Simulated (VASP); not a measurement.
Crystal: SiS2.

```xyz
6
Lattice="-3.1681 5.5705 2.8154 3.1681 -5.5705 2.8154 3.1681 5.5705 -2.8154" Properties=species:S:1:pos:R:3 pbc="T T T"
Si    0.0000    0.0000    4.2231
Si    0.0000    0.0000    1.4077
S     2.0022    4.4131    2.8154
S     1.1659    1.1574    0.0000
S     1.1659   -1.1574    2.8154
S     2.0022    6.7279    0.0000
```

```yaml
Program: VASP 6.6.1
Task: relaxation of shape and atoms at fixed volume
Functional: PBE
Potentials_or_basis: VASP PAW PBE potentials, release 64 (Si, S)
Cutoff: 500 eV
k_mesh: 8 × 8 × 8
Occupations: gaussian, width 0.05 eV
Spin: no spin polarisation
```

At the start: pressure -1.1 GPa; volume 33.12 Å³/atom.

How do energy, volume and symmetry change on relaxing?

Over 5 steps the energy falls by 2.6 meV/atom; space group Ibam (No. 72, to 0.1 Å) before and after.

The path:
```tsv
step	energy change (eV)	largest force (eV/Å)	pressure (GPa)	volume (Å³)
1	0.0000	0.3453	-1.12	198.75
2	-0.0147	0.0278	-0.23	198.75
3	-0.0150	0.0239	-0.09	198.75
4	-0.0157	0.0079	-0.05	198.75
5	-0.0158	0.0047	-0.04	198.75
```

Final structure:
```
Si S
1.0
    -3.17926    5.59435    2.79361
     3.17926   -5.59435    2.79361
     3.17926    5.59435   -2.79361
Si S
2 4
Direct
  0.75000 0.75000 0.00000
  0.25000 0.25000 0.00000
  0.89724 0.81816 0.71540
  0.10276 0.18184 0.28460
  0.39724 0.68184 0.07908
  0.60276 0.31816 0.92092
```
